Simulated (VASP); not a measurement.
Input of a VASP 6.6.1 run:

File INCAR:

```
SYSTEM = Li
PREC     = Accurate       ! precision mode
ENCUT    = 520            ! plane-wave cutoff, eV
EDIFF    = 1E-7           ! SCF threshold, eV
ISMEAR   = -1             ! smearing method
SIGMA    = 0.1            ! smearing width, eV
LREAL    = .FALSE.        ! projectors in reciprocal space
LASPH    = .TRUE.         ! aspherical terms in the spheres
NELM     = 60             ! most SCF steps
ALGO     = Normal         ! electronic algorithm
ISIF     = 2              ! what is computed and relaxed
LWAVE    = .FALSE.        ! write WAVECAR
LCHARG   = .FALSE.        ! write CHGCAR
NBANDS   = 10             ! bands
```

File KPOINTS:

```
regular mesh
0
G
  11 11 11
  0 0 0
```

The input POSCAR:

```
Li
1.0
    0.0000000000      2.9282972002      2.9282972002
    2.9282972002      0.0000000000      2.9282972002
    2.9282972002      2.9282972002      0.0000000000
Li
2
Direct
    0.1250000000      0.1250000000      0.1250000000
    0.8750000000      0.8750000000      0.8750000000
```

Potentials or basis: VASP PAW LDA potentials, release 64 (Li_sv).

Run with:

```console
$ cat potpaw_LDA.64/Li_sv/POTCAR > POTCAR
$ mpirun -np 1 vasp_std > vasp.out
```

Q: Predict the band gap on the k mesh.

A: Zero (band 3 reaches 0.47 eV, above the bottom of band 4 at 0.00 eV).
